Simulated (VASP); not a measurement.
# Se (Fd-3m) in VASP: further runs

The runs below take Se through single point, with PBEsol, PBE.

All numbers are computed with VASP 6.6.1; they aren't measurements. Logs are shortened: lines on timing, memory, paths and dates and some standing lists are left out, and cuts for length are marked.

## (1) The cell of the first run

Symmetry: Fd-3m, No. 227, cubic system. Conventional cell: a = 6.498 Å, b = 6.498 Å, c = 6.498 Å, α = 90.00°, β = 90.00°, γ = 90.00°. Se (site symmetry -43m) has 4 Se at 2.81 Å within 3.7 Å.

## (2) Single point, PBEsol (functional PBEsol, strained)

Input file INCAR:

```
ALGO = Normal
EDIFF = 1E-6
ENCUT = 520
GGA = PS
ISIF = 2
ISMEAR = 0
LASPH = True
LCHARG = False
LREAL = False
LWAVE = False
NBANDS = 13
NELM = 80
PREC = Accurate
SIGMA = 0.1
```

Input file KPOINTS:

```
k-points
0
Gamma
  12 12 12
```

Input file POSCAR:

```
Se
1.0
    0.0000000000      3.2492452392      3.2492452392
    3.2492452392      0.0000000000      3.2492452392
    3.2492452392      3.2492452392      0.0000000000
Se
2
Direct
    0.5000000000      0.5000000000      0.5000000000
    0.7500000000      0.7500000000      0.7500000000
```

Potentials or basis: VASP PAW PBE potentials, release 64 (Se).

On the command line:

```
> cat potpaw_PBE.64/Se/POTCAR > POTCAR
> mpirun -np 1 vasp_std > vasp.out
```

OUTCAR:

```text
EDIFF = 1E-6
   ENCUT = 520
   GGA = PS
   ISIF = 2
   ISMEAR = 0
   LASPH = True
   LREAL = False
   NELM = 80
   PREC = Accurate

 ion  position               nearest neighbor table
   1  0.500  0.500  0.500-
   2  0.750  0.750  0.750-

  LATTYP: Found a face centered cubic cell.
 ALAT       =     6.4984904784

  Lattice vectors:

 A1 = (   0.0000000000,   3.2492452392,   3.2492452392)
 A2 = (   3.2492452392,   0.0000000000,   3.2492452392)
 A3 = (   3.2492452392,   3.2492452392,   0.0000000000)

Analysis of symmetry for initial positions (statically):
=====================================================================
 Subroutine PRICEL returns:
 Original cell was already a primitive cell.

 Routine SETGRP: Setting up the symmetry group for a
 face centered cubic supercell.

 Subroutine GETGRP returns: Found 48 space group operations
 (whereof 24 operations were pure point group operations)
 out of a pool of 48 trial point group operations.

The static configuration has the point symmetry T_d .
 The point group associated with its full space group is O_h .

Analysis of symmetry for dynamics (positions and initial velocities):
=====================================================================
 Subroutine PRICEL returns:
 Original cell was already a primitive cell.

 Routine SETGRP: Setting up the symmetry group for a
 face centered cubic supercell.

 Subroutine GETGRP returns: Found 48 space group operations
 (whereof 24 operations were pure point group operations)
 out of a pool of 48 trial point group operations.

The dynamic configuration has the point symmetry T_d .
 The point group associated with its full space group is O_h .

 Subroutine INISYM returns: Found 48 space group operations
 (whereof 24 operations are pure point group operations),
 and found     1 'primitive' translations

----------------------------------------------------------------------------------------

                                     Primitive cell

  volume of cell :      68.6084

  direct lattice vectors                    reciprocal lattice vectors
     0.000000000  3.249245239  3.249245239    -0.153881890  0.153881890  0.153881890
     3.249245239  0.000000000  3.249245239     0.153881890 -0.153881890  0.153881890
     3.249245239  3.249245239  0.000000000     0.153881890  0.153881890 -0.153881890

  length of vectors
     4.595126685  4.595126685  4.595126685     0.266531253  0.266531253  0.266531253

[... 85 lines left out ...]
   NFREE  =      0    steps in history (QN), initial steepest desc. (CG)
   ISIF   =      2    stress and relaxation
   ISYM   =      2    0-nonsym 1-usesym 2-fastsym
   POTIM  = 0.5000    time-step for ionic-motion
   TEBEG  =    0.0;   TEEND  =   0.0 temperature during run
   PSTRESS=    0.0 pullay stress
   NELECT =      12.0000    total number of electrons
   NUPDOWN=      -1.0000    fix difference up-down
   EMIN   =  10.00;   EMAX   =-10.00  energy-range for DOS
   EFERMI =   0.00;   METHOD = LEGACY
   ISMEAR =     0;   SIGMA  =   0.10  broadening in eV -4-tet -1-fermi 0-gaus
   EFERMI_NEDOS =   21; number of points for ismear=-14 and -15
   IALGO  =     38    algorithm
   IMIX   =      4    mixing-type and parameters
     AMIX     =   0.40;   BMIX     =  1.00
     AMIX_MAG =   1.60;   BMIX_MAG =  1.00
  volume/ion in A,a.u.               =      34.30       231.50
  Fermi-wavevector in a.u.,A,eV,Ry     =   0.915537  1.730115 11.404522  0.838209
  Thomas-Fermi vector in A             =   2.040290
   LORBIT       =      0    0 simple, 1 ext, 2 COOP (PROOUT), +10 PAW based schemes
   GGA     = PS    functional components
   LHFCALC =     F    Hartree Fock is set to
   AEXX    =    0.0000 exact exchange contribution
   IVDW    =     0    specifies the selected vdW correction
   LEPSILON=     F    determine dielectric tensor
   LRPA    =     F    only Hartree local field effects (RPA)
 non-spin polarized calculation
 Gauss-broadening in eV      SIGMA  =   0.10
  energy-cutoff  :      520.00
  volume of cell :       68.61
 maximum number of plane-waves:      1873
 NGX is ok and might be reduce to    36
   NGX = 17   NGY = 17   NGZ = 17

 number of electron      12.0000002 magnetization

 Free energy of the ion-electron system (eV)
  ---------------------------------------------------
  ext. energy  EPLUGINS =         0.00000000
  ---------------------------------------------------
  free energy    TOTEN  =        -6.51552979 eV

  energy without entropy =       -6.50724875  energy(sigma->0) =       -6.51138927

 E-fermi :   1.2174     XC(G=0):  -8.0171

 val. band max:        1.1782341954   @ k =   0.5000   0.1667   0.0833
 cond. band min:       1.2203169207   @ k =   0.2500   0.1667   0.0833
 fundamental gap:      0.0420827253
 Fermi energy:         1.2174382703

 k-point     1 :       0.0000    0.0000    0.0000
  band No.  band energies     occupation
      1     -13.5095      2.00000
      2      -9.2099      2.00000
      3      -1.8791      2.00000
      4      -1.8791      2.00000
      5      -1.8791      2.00000
      6       0.5920      2.00000
      7       0.5920      2.00000
      8       0.5920      2.00000
      9       5.4896      0.00000
     10       8.9478      0.00000
     11       8.9478      0.00000
     12      10.6706      0.00000
     13      10.6706      0.00000
[... 354 lines left out ...]
  band No.  band energies     occupation
      1     -12.5195      2.00000
      2     -10.8790      2.00000
      3      -3.3329      2.00000
      4      -2.6460      2.00000
      5      -1.5154      2.00000
      6       1.2778      0.39369
      7       1.8478      0.00000
      8       2.5626      0.00000
      9       7.2482      0.00000
     10       8.2263      0.00000
     11       8.7023      0.00000
     12       9.8675      0.00000
     13      11.8130      0.00000

 [... further k-points ...]
[... 5 lines left out ...]
  --------------------------------------------------------------------------------------
  -------------------------------------------------------------------------------------
  Total       -1.8565287     -1.8565287     -1.8565287      0.0000000      0.0000000      0.0000000
  in kB      -43.3545606    -43.3545606    -43.3545606      0.0000000      0.0000000      0.0000000
  external PRESSURE =     -43.3545606 kB  Pullay stress =       0.0000000 kB

 VOLUME and BASIS-vectors are now :
 -----------------------------------------------------------------------------
  energy-cutoff  :      520.00
  volume of cell :       68.61
      direct lattice vectors                 reciprocal lattice vectors
     0.000000000  3.249245239  3.249245239    -0.153881890  0.153881890  0.153881890
     3.249245239  0.000000000  3.249245239     0.153881890 -0.153881890  0.153881890
     3.249245239  3.249245239  0.000000000     0.153881890  0.153881890 -0.153881890

 POSITION                                       TOTAL-FORCE (eV/Angst)
 -----------------------------------------------------------------------------------
      3.24925      3.24925      3.24925        -0.000000     -0.000000     -0.000000
      4.87387      4.87387      4.87387         0.000000      0.000000      0.000000
 -----------------------------------------------------------------------------------
    total drift:                                0.000000      0.000000      0.000000

  FREE ENERGIE OF THE ION-ELECTRON SYSTEM (eV)
  ---------------------------------------------------
  free  energy   TOTEN  =        -6.5155297934 eV

  energy  without entropy=       -6.5072487540  energy(sigma->0) =       -6.51138927
```

OSZICAR:

```text
N       E                     dE             d eps       ncg     rms          rms(c)
DAV:   1     0.539364039714E+02    0.53936E+02   -0.47012E+03  1872   0.742E+02
DAV:   2    -0.265989945906E+01   -0.56596E+02   -0.53871E+02  2569   0.123E+02
DAV:   3    -0.648569212417E+01   -0.38258E+01   -0.37979E+01  2347   0.367E+01
DAV:   4    -0.652039089624E+01   -0.34699E-01   -0.34692E-01  2237   0.413E+00
DAV:   5    -0.652065036747E+01   -0.25947E-03   -0.25946E-03  2402   0.365E-01    0.455E+00
DAV:   6    -0.651705154321E+01    0.35988E-02   -0.29308E-03  2277   0.325E-01    0.270E+00
DAV:   7    -0.651552196951E+01    0.15296E-02   -0.56481E-03  2302   0.457E-01    0.694E-02
DAV:   8    -0.651552615114E+01   -0.41816E-05   -0.16653E-04  2297   0.765E-02    0.136E-02
DAV:   9    -0.651552937551E+01   -0.32244E-05   -0.41876E-06  2342   0.124E-02    0.559E-03
DAV:  10    -0.651552979335E+01   -0.41784E-06   -0.76780E-07  1647   0.522E-03
   1 F= -.65155298E+01 E0= -.65113893E+01  d E =-.828104E-02
```

stdout:

```text
POSCAR found type information on POSCAR Se
 POSCAR found :  1 types and       2 ions
 scaLAPACK will be used
 -----------------------------------------------------------------------------
|                                                                             |
|                                                                             |
|     You enforced a specific xc type in the INCAR file but a different       |
|     I HOPE YOU KNOW WHAT YOU ARE DOING!                                     |
|                                                                             |
 -----------------------------------------------------------------------------

 LDA part: xc-table for (Slater+PW92), standard interpolation
 POSCAR, INCAR and KPOINTS ok, starting setup
 FFT: planning ... GRIDC
 FFT: planning ... GRID_SOFT
 FFT: planning ... GRID
 WAVECAR not read
 entering main loop
```

Wall time 26 s (1 thread of Intel Xeon Platinum 8488C (Sapphire Rapids), shared host); peak memory 0.22 GiB.

Results:

- Free energy: -6.5155 eV
- Pressure: -4.3 GPa
- Band gap on the k mesh: zero (band 6 reaches 1.55 eV, above the bottom of band 7 at 0.59 eV)

Caveat: the cell differs from its parent crystal (functional PBEsol, strained); the PAW data sets were made with another functional, which shifts forces and pressure a little.

## (3) Single point, PBE (strained)

Input file INCAR:

```
SYSTEM = Se
ALGO = Normal ; EDIFF = 1E-6
ENCUT = 520 ; GGA = PE
ISIF = 2 ; ISMEAR = 0
LASPH = .TRUE. ; LCHARG = .TRUE.
LELF = .TRUE. ; LREAL = .FALSE.
LVHAR = .TRUE. ; LWAVE = .FALSE.
NBANDS = 13 ; NELM = 80
PREC = Accurate ; SIGMA = 0.1
```

Input file KPOINTS:

```
k-points
0
G
  12 12 12
  0 0 0
```

Input file POSCAR:

```
Se
1.0
    0.0000000000      3.2504642101      3.2504642101
    3.2504642101      0.0000000000      3.2504642101
    3.2504642101      3.2504642101      0.0000000000
Se
2
Direct
    0.5000000000      0.5000000000      0.5000000000
    0.7500000000      0.7500000000      0.7500000000
```

Potentials or basis: VASP PAW PBE potentials, release 64 (Se).

On the command line:

```
> cat potpaw_PBE.64/Se/POTCAR > POTCAR
> mpirun -np 1 vasp_std > vasp.out
```

OUTCAR:

```text
SYSTEM = Se
   EDIFF = 1E-6
   ENCUT = 520
   GGA = PE
   ISIF = 2
   ISMEAR = 0
   LASPH = .TRUE.
   LREAL = .FALSE.
   NELM = 80
   PREC = Accurate

 ion  position               nearest neighbor table
   1  0.500  0.500  0.500-
   2  0.750  0.750  0.750-

  LATTYP: Found a face centered cubic cell.
 ALAT       =     6.5009284202

  Lattice vectors:

 A1 = (   0.0000000000,   3.2504642101,   3.2504642101)
 A2 = (   3.2504642101,   0.0000000000,   3.2504642101)
 A3 = (   3.2504642101,   3.2504642101,   0.0000000000)

Analysis of symmetry for initial positions (statically):
=====================================================================
 Subroutine PRICEL returns:
 Original cell was already a primitive cell.

 Routine SETGRP: Setting up the symmetry group for a
 face centered cubic supercell.

 Subroutine GETGRP returns: Found 48 space group operations
 (whereof 24 operations were pure point group operations)
 out of a pool of 48 trial point group operations.

The static configuration has the point symmetry T_d .
 The point group associated with its full space group is O_h .

Analysis of symmetry for dynamics (positions and initial velocities):
=====================================================================
 Subroutine PRICEL returns:
 Original cell was already a primitive cell.

 Routine SETGRP: Setting up the symmetry group for a
 face centered cubic supercell.

 Subroutine GETGRP returns: Found 48 space group operations
 (whereof 24 operations were pure point group operations)
 out of a pool of 48 trial point group operations.

The dynamic configuration has the point symmetry T_d .
 The point group associated with its full space group is O_h .

 Subroutine INISYM returns: Found 48 space group operations
 (whereof 24 operations are pure point group operations),
 and found     1 'primitive' translations

[... 117 lines left out ...]
  Thomas-Fermi vector in A             =   2.039908
   LORBIT       =      0    0 simple, 1 ext, 2 COOP (PROOUT), +10 PAW based schemes
   GGA     = PE    functional components
   LHFCALC =     F    Hartree Fock is set to
   AEXX    =    0.0000 exact exchange contribution
   IVDW    =     0    specifies the selected vdW correction
   LEPSILON=     F    determine dielectric tensor
   LRPA    =     F    only Hartree local field effects (RPA)
 non-spin polarized calculation
 Gauss-broadening in eV      SIGMA  =   0.10
  energy-cutoff  :      520.00
  volume of cell :       68.69
 maximum number of plane-waves:      1874
 NGX is ok and might be reduce to    36
   NGX = 17   NGY = 17   NGZ = 17

 number of electron      12.0000002 magnetization

 Free energy of the ion-electron system (eV)
  ---------------------------------------------------
  ext. energy  EPLUGINS =         0.00000000
  ---------------------------------------------------
  free energy    TOTEN  =        -5.95421256 eV

  energy without entropy =       -5.94582309  energy(sigma->0) =       -5.95001783

 E-fermi :   1.3303     XC(G=0):  -7.8216

 val. band max:        1.2930402009   @ k =   0.5000   0.1667   0.0833
 cond. band min:       1.3309067776   @ k =   0.2500   0.1667   0.0833
 fundamental gap:      0.0378665767
 Fermi energy:         1.3303088290

 k-point     1 :       0.0000    0.0000    0.0000
  band No.  band energies     occupation
      1     -13.3918      2.00000
      2      -9.1110      2.00000
      3      -1.7652      2.00000
      4      -1.7652      2.00000
      5      -1.7652      2.00000
      6       0.7058      2.00000
      7       0.7058      2.00000
      8       0.7058      2.00000
      9       5.7919      0.00000
     10       9.1094      0.00000
     11       9.1094      0.00000
     12      10.8918      0.00000
     13      10.8918      0.00000
[... 354 lines left out ...]
  band No.  band energies     occupation
      1     -12.4068      2.00000
      2     -10.7718      2.00000
      3      -3.1988      2.00000
      4      -2.5268      2.00000
      5      -1.3939      2.00000
      6       1.3903      0.39652
      7       1.9549      0.00000
      8       2.6692      0.00000
      9       7.4930      0.00000
     10       8.4743      0.00000
     11       8.8961      0.00000
     12      10.0911      0.00000
     13      11.9616      0.00000

 [... further k-points ...]
[... 5 lines left out ...]
  --------------------------------------------------------------------------------------
  -------------------------------------------------------------------------------------
  Total       -1.1056600     -1.1056600     -1.1056600      0.0000000     -0.0000000      0.0000000
  in kB      -25.7908727    -25.7908727    -25.7908727      0.0000000     -0.0000000      0.0000000
  external PRESSURE =     -25.7908727 kB  Pullay stress =       0.0000000 kB

 VOLUME and BASIS-vectors are now :
 -----------------------------------------------------------------------------
  energy-cutoff  :      520.00
  volume of cell :       68.69
      direct lattice vectors                 reciprocal lattice vectors
     0.000000000  3.250464210  3.250464210    -0.153824183  0.153824183  0.153824183
     3.250464210  0.000000000  3.250464210     0.153824183 -0.153824183  0.153824183
     3.250464210  3.250464210  0.000000000     0.153824183  0.153824183 -0.153824183

 POSITION                                       TOTAL-FORCE (eV/Angst)
 -----------------------------------------------------------------------------------
      3.25046      3.25046      3.25046        -0.000000     -0.000000     -0.000000
      4.87570      4.87570      4.87570         0.000000      0.000000      0.000000
 -----------------------------------------------------------------------------------
    total drift:                                0.000000      0.000000      0.000000

  FREE ENERGIE OF THE ION-ELECTRON SYSTEM (eV)
  ---------------------------------------------------
  free  energy   TOTEN  =        -5.9542125640 eV

  energy  without entropy=       -5.9458230875  energy(sigma->0) =       -5.95001783
```

It took 36 s on 1 thread of Intel Xeon Platinum 8488C (Sapphire Rapids), shared host; peak memory 0.22 GiB.

What came out:

* Free energy: -5.9542 eV
* Pressure: -2.6 GPa
* Band gap on the k mesh: zero (band 6 reaches 1.66 eV, above the bottom of band 7 at 0.71 eV)

Levels at points of the mesh, in eV from the Fermi level:
```
           k point  band 3  band 4  band 5  band 6  band 7  band 8  band 9  band 10
(0.00, 0.00, 0.00)   -3.10   -3.10   -3.10   -0.62   -0.62   -0.62    4.46     7.78
(0.50, 0.00, 0.00)   -3.77   -3.72   -3.72    0.33    0.33    1.35    6.88     6.97
(0.50, 0.50, 0.00)   -4.40   -4.40   -1.76   -1.76    1.88    1.88    6.22     6.22
```

Caveat: the cell differs from its parent crystal (strained).
